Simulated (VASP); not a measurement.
The system is Os.

```
CELL_PARAMETERS angstrom
4.29204 0.00000 0.00000
-2.14602 3.71702 0.00000
0.00000 0.00000 2.63102
ATOMIC_POSITIONS crystal
Os 0.00000 0.00000 0.00000
Os 0.33333 0.66667 0.50000
Os 0.66667 0.33333 0.50000
```

This isn't the form of Os at room conditions, which is hcp.

- Program: VASP 6.6.1
- Task: relaxation of cell and atoms
- Functional: PBEsol
- Potentials or basis: VASP PAW PBE potentials, release 64 (Os)
- Cutoff: 600 eV
- k mesh: 9 × 9 × 12
- Occupations: fermi-dirac, width 0.1 eV
- Spin: no spin polarisation

At the start: pressure 8.6 GPa; volume 13.99 Å³/atom.

Question: How do energy, volume and symmetry change on relaxing?

Answer: Over 9 steps the energy falls by 18.8 meV/atom and the volume is 14.29 Å³/atom (+2.1 %); space group P6/mmm (No. 191, to 0.1 Å) before and after.

The path:
```csv
step,energy change (eV),largest force (eV/Å),pressure (GPa),volume (Å³)
1,0.0000,0.0000,8.61,41.97
2,0.3298,0.0000,-26.73,46.65
3,-0.0494,0.0000,-2.96,43.16
4,-0.0496,0.0000,-2.39,43.10
5,-0.0297,0.0000,5.52,42.42
6,-0.0563,0.0000,0.07,42.87
7,-0.0563,0.0000,0.10,42.87
8,-0.0563,0.0000,-0.20,42.90
9,-0.0564,0.0000,0.06,42.88
```

Final structure:
```
Os
1.0
     4.28612    0.00000    0.00000
    -2.14306    3.71189    0.00000
     0.00000    0.00000    2.69500
Os
3
Direct
  0.00000 0.00000 0.00000
  0.33333 0.66667 0.50000
  0.66667 0.33333 0.50000
```

Caveat: the PAW data sets were made with another functional, which shifts forces and pressure a little.
